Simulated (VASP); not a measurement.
A run of VASP 6.6.1:

The input INCAR:

```
PREC     = Accurate       # precision mode
ENCUT    = 600            # plane-wave cutoff, eV
EDIFF    = 1E-7           # SCF threshold, eV
ISMEAR   = 0              # smearing method
SIGMA    = 0.1            # smearing width, eV
LREAL    = False          # projectors in reciprocal space
LASPH    = True           # aspherical terms in the spheres
NELM     = 60             # most SCF steps
ALGO     = Normal         # electronic algorithm
ISIF     = 3              # what is computed and relaxed
LWAVE    = False          # write WAVECAR
LCHARG   = False          # write CHGCAR
GGA      = PE             # functional
IBRION   = 2              # ionic algorithm
NSW      = 90             # ionic steps
EDIFFG   = -0.04          # ionic threshold
```

Contents of KPOINTS:

```
regular mesh
0
Gamma
  4 4 2
```

POSCAR

```
Ta
1.0
    3.4744462300     -3.4766714100      0.0000000000
    3.4744462300      3.4766714100      0.0000000000
    0.0000000000      0.0000000000      7.6732599600
Ta
4
Direct
    0.2500000000      0.7500000000      0.4123970000
    0.7500000000      0.2500000000      0.5876030000
    0.0000000000      0.5000000000      0.0000000000
    0.5000000000      0.0000000000      0.0000000000
```

Potentials or basis: VASP PAW PBE potentials, release 64 (Ta_pv).

Launch:

```sh
$ cat potpaw_PBE.64/Ta_pv/POTCAR > POTCAR
$ mpirun -np 1 vasp_std > vasp.out
```

Hardware: 1 thread of Intel(R) Xeon(R) Platinum 8488C (Sapphire Rapids), with other jobs on the host.

Q: How long does it take, and how much memory?

A: It took 22 min on 1 thread of Intel(R) Xeon(R) Platinum 8488C (Sapphire Rapids) (shared host), peak memory 0.38 GiB. Counts: scf iterations 300, k points 14, ion steps 28.
